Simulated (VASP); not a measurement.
# Ti (Pm-3m) in VASP: relaxation of cell and atoms with r2SCAN

Aim: the relaxation of cell and atoms of Ti with r2SCAN.

Everything below comes from runs of VASP 6.6.1. Logs are shortened: lines on timing, memory, paths and dates and some standing lists are left out, and cuts for length are marked.

### Step 1. The cell of the first run

It takes space group Pm-3m (No. 221, cubic). Conventional cell: a = 2.612 Å, b = 2.612 Å, c = 2.612 Å, α = 90.00°, β = 90.00°, γ = 90.00°. Ti (site symmetry m-3m) has 6 Ti at 2.61 Å within 3.4 Å.

### Step 2. Relaxation of cell and atoms, r2SCAN

POSCAR reads:

```
Ti
1.0
    2.6120080534      0.0000000000      0.0000000000
    0.0000000000      2.6120080534      0.0000000000
    0.0000000000      0.0000000000      2.6120080534
Ti
1
Direct
    0.0000000000      0.0000000000      0.0000000000
```

INCAR.step1 reads:

```
  PREC = Accurate
  ENCUT = 600
  ISMEAR = 0
  SIGMA = 0.1
  LREAL = False
  LASPH = True
  NELM = 100
  GGA = PE
  ALGO = Normal
  EDIFF = 1E-4
  LWAVE = True
  LCHARG = False
```

INCAR.step2 reads:

```
  PREC = Accurate
  ENCUT = 600
  EDIFF = 1E-7
  ISMEAR = 0
  SIGMA = 0.1
  LREAL = False
  LASPH = True
  NELM = 100
  ALGO = Normal
  ISIF = 3
  LWAVE = False
  LCHARG = False
  METAGGA = R2SCAN
  LMIXTAU = True
  IBRION = 2
  NSW = 100
  EDIFFG = -0.01
  ISTART = 1
```

KPOINTS reads:

```
regular mesh
0
Gamma
  22 22 22
```

Potentials or basis: VASP PAW PBE potentials, release 64 (Ti_sv).

Command:

```console
$ cat potpaw_PBE.64/Ti_sv/POTCAR > POTCAR
$ cp INCAR.step1 INCAR
$ mpirun -np 1 vasp_std > vasp.out
$ cp INCAR.step2 INCAR
$ mpirun -np 1 vasp_std > vasp.out
```

OUTCAR:

```text
PREC = Accurate
   ENCUT = 600
   EDIFF = 1E-7
   ISMEAR = 0
   LREAL = False
   LASPH = True
   NELM = 100
   ISIF = 3
   METAGGA = R2SCAN
   IBRION = 2
   NSW = 100
   EDIFFG = -0.01
   ISTART = 1

 ion  position               nearest neighbor table
   1  0.000  0.000  0.000-

  LATTYP: Found a simple cubic cell.
 ALAT       =     2.6120080534

  Lattice vectors:

 A1 = (   2.6120080534,   0.0000000000,   0.0000000000)
 A2 = (   0.0000000000,   2.6120080534,   0.0000000000)
 A3 = (   0.0000000000,   0.0000000000,   2.6120080534)

Analysis of symmetry for initial positions (statically):
=====================================================================
 Subroutine PRICEL returns:
 Original cell was already a primitive cell.

 Routine SETGRP: Setting up the symmetry group for a
 simple cubic supercell.

 Subroutine GETGRP returns: Found 48 space group operations
 (whereof 48 operations were pure point group operations)
 out of a pool of 48 trial point group operations.

The static configuration has the point symmetry O_h .

Analysis of symmetry for dynamics (positions and initial velocities):
=====================================================================
 Subroutine PRICEL returns:
 Original cell was already a primitive cell.

 Routine SETGRP: Setting up the symmetry group for a
 simple cubic supercell.

 Subroutine GETGRP returns: Found 48 space group operations
 (whereof 48 operations were pure point group operations)
 out of a pool of 48 trial point group operations.

The dynamic configuration has the point symmetry O_h .

 Subroutine INISYM returns: Found 48 space group operations
 (whereof 48 operations are pure point group operations),
 and found     1 'primitive' translations

----------------------------------------------------------------------------------------

                                     Primitive cell

  volume of cell :      17.8206

  direct lattice vectors                    reciprocal lattice vectors
     2.612008053  0.000000000  0.000000000     0.382847212  0.000000000  0.000000000
     0.000000000  2.612008053  0.000000000     0.000000000  0.382847212  0.000000000
     0.000000000  0.000000000  2.612008053     0.000000000  0.000000000  0.382847212

  length of vectors
     2.612008053  2.612008053  2.612008053     0.382847212  0.382847212  0.382847212

  position of ions in fractional coordinates (direct lattice)
     0.000000000  0.000000000  0.000000000

  ion indices of the primitive-cell ions
   primitive index   ion index
                 1           1

----------------------------------------------------------------------------------------

 KPOINTS: regular mesh

Automatic generation of k-mesh.
 Grid dimensions read from file:
 generate k-points for:   22   22   22

 Generating k-lattice:

  Cartesian coordinates                     Fractional coordinates (reciprocal lattice)
     0.017402146  0.000000000  0.000000000     0.045454545  0.000000000  0.000000000
     0.000000000  0.017402146  0.000000000     0.000000000  0.045454545  0.000000000
     0.000000000  0.000000000  0.017402146     0.000000000  0.000000000  0.045454545

  Length of vectors
     0.017402146  0.017402146  0.017402146

  Shift w.r.t. Gamma in fractional coordinates (k-lattice)
     0.000000000  0.000000000  0.000000000

 Subroutine IBZKPT returns following result:
 ===========================================

 Found    364 irreducible k-points:

 Following reciprocal coordinates:
            Coordinates               Weight
  0.000000  0.000000  0.000000      1.000000
  0.045455  0.000000  0.000000      6.000000
  0.090909  0.000000  0.000000      6.000000
  0.136364  0.000000  0.000000      6.000000
  0.181818  0.000000  0.000000      6.000000
  0.227273  0.000000  0.000000      6.000000
[... 16 lines left out ...]
  0.500000  0.045455  0.000000     12.000000
  0.090909  0.090909  0.000000     12.000000
 [... further k-points ...]
   k-points           NKPTS =    364   k-points in BZ     NKDIM =    364   number of bands    NBANDS=     10
   number of dos      NEDOS =    301   number of ions     NIONS =      1
   total plane-waves  NPLWV =  13824
   dimension x,y,z NGX =    24 NGY =   24 NGZ =   24
   dimension x,y,z NGXF=    48 NGYF=   48 NGZF=   48
   ions per type =               1
   NGX,Y,Z   is equivalent  to a cutoff of  15.28, 15.28, 15.28 a.u.
   NGXF,Y,Z  is equivalent  to a cutoff of  30.55, 30.55, 30.55 a.u.
 SYSTEM =  unknown system
   PREC   = accura    normal or accurate (medium, high low for compatibility)
   ISTART =      1    job   : 0-new  1-cont  2-samecut
   ICHARG =      0    charge: 1-file 2-atom 10-const
   ISPIN  =      1    spin polarized calculation?
   LNONCOLLINEAR =      F non collinear calculations
   LSORBIT =      F    spin-orbit coupling
   LASPH  =      T    aspherical Exc in radial PAW
   ENCUT  =  600.0 eV  44.10 Ry    6.64 a.u.   5.22  5.22  5.22*2*pi/ulx,y,z
   NELM   =    100;   NELMIN=  2; NELMDL=  0     # of ELM steps
   EDIFF  = 0.1E-06   stopping-criterion for ELM
   LREAL  =      F    real-space projection
   EDIFFG = -.1E-01   stopping-criterion for IOM
   NSW    =    100    number of steps for IOM
   IBRION =      2    ionic relax: 0-MD 1-quasi-New 2-CG
   NFREE  =      1    steps in history (QN), initial steepest desc. (CG)
   ISIF   =      3    stress and relaxation
   ISYM   =      2    0-nonsym 1-usesym 2-fastsym
   POTIM  = 0.5000    time-step for ionic-motion
   TEBEG  =    0.0;   TEEND  =   0.0 temperature during run
   PSTRESS=    0.0 pullay stress
   NELECT =      12.0000    total number of electrons
   NUPDOWN=      -1.0000    fix difference up-down
   EMIN   =  10.00;   EMAX   =-10.00  energy-range for DOS
   EFERMI =   0.00;   METHOD = LEGACY
   ISMEAR =     0;   SIGMA  =   0.10  broadening in eV -4-tet -1-fermi 0-gaus
   EFERMI_NEDOS =   21; number of points for ismear=-14 and -15
   IALGO  =     38    algorithm
   IMIX   =      4    mixing-type and parameters
     AMIX     =   0.40;   BMIX     =  1.00
     AMIX_MAG =   1.60;   BMIX_MAG =  1.00
  volume/ion in A,a.u.               =      17.82       120.26
  Fermi-wavevector in a.u.,A,eV,Ry     =   1.434919  2.711604 28.014296  2.058993
  Thomas-Fermi vector in A             =   2.554275
   LORBIT       =      0    0 simple, 1 ext, 2 COOP (PROOUT), +10 PAW based schemes
   METAGGA = R2SCAN    functional components
   LHFCALC =     F    Hartree Fock is set to
   AEXX    =    0.0000 exact exchange contribution
   IVDW    =     0    specifies the selected vdW correction
   LEPSILON=     F    determine dielectric tensor
   LRPA    =     F    only Hartree local field effects (RPA)
 conjugate gradient relaxation of ions
 non-spin polarized calculation
 Gauss-broadening in eV      SIGMA  =   0.10
  energy-cutoff  :      600.00
  volume of cell :       17.82
 maximum number of plane-waves:       624
 NGX is ok and might be reduce to    24
   NGX = 11   NGY = 11   NGZ = 11

--------------------------------------- Ionic step        1  -------------------------------------------

 number of electron      12.0000003 magnetization

 Free energy of the ion-electron system (eV)
  ---------------------------------------------------
  ext. energy  EPLUGINS =         0.00000000
  ---------------------------------------------------
  free energy    TOTEN  =       -12.03783567 eV

  energy without entropy =      -12.02782060  energy(sigma->0) =      -12.03282813

------------------------ aborting loop because EDIFF is reached ----------------------------------------

  FORCE on cell =-STRESS in cart. coord.  units (eV):
  Direction    XX          YY          ZZ          XY          YZ          ZX
  --------------------------------------------------------------------------------------
  -------------------------------------------------------------------------------------
  Total        0.2085768      0.2085768      0.2085768     -0.0000000     -0.0000000      0.0000000
  in kB       18.7522384     18.7522384     18.7522384     -0.0000000     -0.0000000      0.0000000
  external PRESSURE =      18.7522384 kB  Pullay stress =       0.0000000 kB

 VOLUME and BASIS-vectors are now :
 -----------------------------------------------------------------------------
  energy-cutoff  :      600.00
  volume of cell :       17.82
      direct lattice vectors                 reciprocal lattice vectors
     2.612008053  0.000000000  0.000000000     0.382847212  0.000000000  0.000000000
     0.000000000  2.612008053  0.000000000     0.000000000  0.382847212  0.000000000
     0.000000000  0.000000000  2.612008053     0.000000000  0.000000000  0.382847212
[... 36 lines left out ...]
 POSITION                                       TOTAL-FORCE (eV/Angst)
 -----------------------------------------------------------------------------------
      0.00000      0.00000      0.00000         0.000000      0.000000      0.000000
 -----------------------------------------------------------------------------------
    total drift:                               -0.000000     -0.000000      0.000000

  FREE ENERGIE OF THE ION-ELECTRON SYSTEM (eV)
  ---------------------------------------------------
  free  energy   TOTEN  =       -12.0400114169 eV

  energy  without entropy=      -12.0302368550  energy(sigma->0) =      -12.03512414

--------------------------------------- Ionic step        3  -------------------------------------------

 number of electron      11.9999998 magnetization

 Free energy of the ion-electron system (eV)
  ---------------------------------------------------
  ext. energy  EPLUGINS =         0.00000000
  ---------------------------------------------------
  free energy    TOTEN  =       -12.04022967 eV

  energy without entropy =      -12.03038210  energy(sigma->0) =      -12.03530588

 E-fermi :   7.6740     XC(G=0): -12.0344

 val. band max:        7.6688679312   @ k =   0.4545   0.4091   0.2727
 cond. band min:       7.6850742322   @ k =   0.3636   0.1364   0.1364
 fundamental gap:      0.0162063009
 Fermi energy:         7.6740065660

 k-point     1 :       0.0000    0.0000    0.0000
  band No.  band energies     occupation
      1     -51.1933      2.00000
      2     -25.9189      2.00000
      3     -25.9189      2.00000
      4     -25.9189      2.00000
      5       1.5837      2.00000
      6       6.2662      2.00000
      7       6.2662      2.00000
      8      11.9710      0.00000
      9      11.9710      0.00000
     10      11.9710      0.00000

 k-point     2 :       0.0455    0.0000    0.0000
  band No.  band energies     occupation
      1     -51.1906      2.00000
      2     -25.9386      2.00000
      3     -25.9173      2.00000
      4     -25.9173      2.00000
      5       1.6402      2.00000
      6       6.2804      2.00000
      7       6.3072      2.00000
      8      11.9231      0.00000
      9      11.9231      0.00000
     10      11.9745      0.00000
[... 274 lines left out ...]
 k-point    24 :       0.0909    0.0909    0.0000
  band No.  band energies     occupation
      1     -51.1721      2.00000
      2     -25.9939      2.00000
      3     -25.9840      2.00000
      4     -25.9061      2.00000
      5       2.0273      2.00000
      6       6.4281      2.00000
      7       6.5395      2.00000
      8      11.5894      0.00000
      9      11.7626      0.00000
     10      11.8426      0.00000

 [... further k-points ...]

------------------------ aborting loop because EDIFF is reached ----------------------------------------

  FORCE on cell =-STRESS in cart. coord.  units (eV):
  Direction    XX          YY          ZZ          XY          YZ          ZX
  --------------------------------------------------------------------------------------
  -------------------------------------------------------------------------------------
  Total        0.0030649      0.0030649      0.0030649      0.0000000     -0.0000000      0.0000000
  in kB        0.2693010      0.2693010      0.2693010      0.0000000     -0.0000000      0.0000000
  external PRESSURE =       0.2693010 kB  Pullay stress =       0.0000000 kB

 VOLUME and BASIS-vectors are now :
 -----------------------------------------------------------------------------
  energy-cutoff  :      600.00
  volume of cell :       18.23
      direct lattice vectors                 reciprocal lattice vectors
     2.632063693  0.000000000  0.000000000     0.379930016  0.000000000  0.000000000
    -0.000000000  2.632063693  0.000000000    -0.000000000  0.379930016  0.000000000
    -0.000000000 -0.000000000  2.632063693    -0.000000000 -0.000000000  0.379930016

 POSITION                                       TOTAL-FORCE (eV/Angst)
 -----------------------------------------------------------------------------------
      0.00000      0.00000      0.00000         0.000000      0.000000      0.000000
 -----------------------------------------------------------------------------------
    total drift:                               -0.000000      0.000000      0.000000

  FREE ENERGIE OF THE ION-ELECTRON SYSTEM (eV)
  ---------------------------------------------------
  free  energy   TOTEN  =       -12.0402296672 eV

  energy  without entropy=      -12.0303821018  energy(sigma->0) =      -12.03530588

 reached required accuracy - stopping structural energy minimisation
```

Wall time 7.4 min (1 thread of Intel Xeon Platinum 8259CL at 2.50GHz (Skylake/Cascade Lake), shared host); peak memory 0.22 GiB.

What came out:

| Item | Value |
| --- | --- |
| Free energy | -12.0402 eV |
| Relaxed volume | 18.23 Å³/atom |
| Relaxed cell | a = 2.632 Å, b = 2.632 Å, c = 2.632 Å, α = 90.00°, β = 90.00°, γ = 90.00° |
| Space group after relaxing (to 0.05 Å) | Pm-3m (No. 221) |
| Energy gained by relaxing | 2.4 meV/atom |
| Ionic steps | 3 |
| Pressure after relaxing | 0.0 GPa |
| Band gap on the k mesh | zero (band 6 reaches 8.69 eV, above the bottom of band 7 at 6.27 eV) |

Step by step:
| step | energy change (eV) | largest force (eV/Å) | pressure (GPa) | volume (Å³) |
| --- | --- | --- | --- | --- |
| 1 | 0.0000 | 0.0000 | 1.88 | 17.82 |
| 2 | -0.0022 | 0.0000 | -0.57 | 18.36 |
| 3 | -0.0024 | 0.0000 | 0.03 | 18.23 |

Final structure:
```
Ti
1.0
     2.63206    0.00000    0.00000
     0.00000    2.63206    0.00000
     0.00000    0.00000    2.63206
Ti
1
Direct
  0.00000 0.00000 0.00000
```

Caveat: the PAW data sets were made with another functional, which shifts forces and pressure a little.
